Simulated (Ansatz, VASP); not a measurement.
## Nb in VASP and in Ansatz

Contents of INCAR:

```
PREC = Accurate
ENCUT = 500
EDIFF = 1E-6
ISMEAR = -1
SIGMA = 0.05
LREAL = False
LASPH = True
NELM = 120
ALGO = Normal
ISIF = 2
LWAVE = False
LCHARG = True
GGA = CA
LELF = True
LVHAR = True
NBANDS = 12
GGA_COMPAT = False
```

Contents of KPOINTS:

```
regular mesh
0
Gamma
  11 11 11
```

File POSCAR:

```
Nb
1.0
   -1.6639500000      1.6639500000      1.6639500000
    1.6639500000     -1.6639500000      1.6639500000
    1.6639500000      1.6639500000     -1.6639500000
Nb
1
Direct
    0.0000000000      0.0000000000      0.0000000000
```

The input input.yaml:

```yaml
crystal:
  lattice:
    - [-1.66395, 1.66395, 1.66395]
    - [1.66395, -1.66395, 1.66395]
    - [1.66395, 1.66395, -1.66395]
  atoms:
    - { symbol: Nb, position: [0.0, 0.0, 0.0] }
kpoints:
  mp_grid: { grid: [11, 11, 11] }
scf:
  occupations: { method: fermi_dirac, width: 0.05 }
hamiltonian:
  xc: lda
  pseudopotentials: { kind: all_electron, lapw: { basis_error: 0.001 } }
output:
  forces: true
  stress: true
  eigenvalues: true
```

Alike in both runs: task single point; functional LDA; k mesh 11 × 11 × 11; occupations fermi-dirac, width 0.05 eV; no spin polarisation.

|  | VASP | Ansatz |
| --- | --- | --- |
| version | VASP 6.6.1 | Ansatz 0.2.0 |
| potentials or method | VASP PAW LDA potentials, release 64 (Nb_sv), cutoff 500 eV | all-electron LAPW, scalar-relativistic |

VASP gave:

| Quantity | Value |
| --- | --- |
| gap on the k mesh at the Fermi level (eV) | none |
| pressure (GPa) | -11.7 |

Question: Estimate Ansatz's values.

Answer: gap on the k mesh at the Fermi level (eV): none; pressure (GPa): -11.6.

LDA's correlation is that of Perdew and Zunger in VASP and of Perdew and Wang (1992) in Ansatz. A gap of «none» marks a metal or a gap that the smearing closes. Ansatz ran all-electron here, and VASP with PAW potentials.
